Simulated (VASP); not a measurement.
Set up this calculation in VASP 6.6.1, as the native input.

```
Task                   : single point
Functional             : PBE
Potentials or basis    : VASP PAW PBE potentials, release 64 (Rh_pv)
Cutoff                 : 520 eV
k mesh                 : 17 × 17 × 17
Occupations            : fermi-dirac, width 0.1 eV
Spin                   : no spin polarisation
Dipole correction      : no
Further INCAR settings : ALGO = Normal; EDIFF = 1e-06; NBANDS = 14
```

The structure of Rh lies in POSCAR:

```
Rh
1.0
    2.4636022267      0.0000000000      0.0000000000
    0.0000000000      2.4636022267      0.0000000000
    0.0000000000      0.0000000000      2.4636022267
Rh
1
Direct
    0.0000000000      0.0000000000      0.0000000000
```

The input as run:

INCAR

```
SYSTEM = Rh
ALGO = Normal ; EDIFF = 1E-6
ENCUT = 520 ; GGA = PE
ISIF = 2 ; ISMEAR = -1
LASPH = .TRUE. ; LCHARG = .FALSE.
LREAL = .FALSE. ; LWAVE = .FALSE.
NBANDS = 14 ; NELM = 60
PREC = Accurate ; SIGMA = 0.1
```

KPOINTS

```
k-points
0
G
  17 17 17
  0 0 0
```

Potentials or basis: VASP PAW PBE potentials, release 64 (Rh_pv).

Run with:

```console
$ cat potpaw_PBE.64/Rh_pv/POTCAR > POTCAR
$ mpirun -np 1 vasp_std > vasp.out
```

Results of the run:

The pressure is 20.1 GPa.

Wall time 11 s on 1 thread of Intel(R) Xeon(R) Platinum 8488C (Sapphire Rapids) (shared host), peak memory 0.14 GiB.
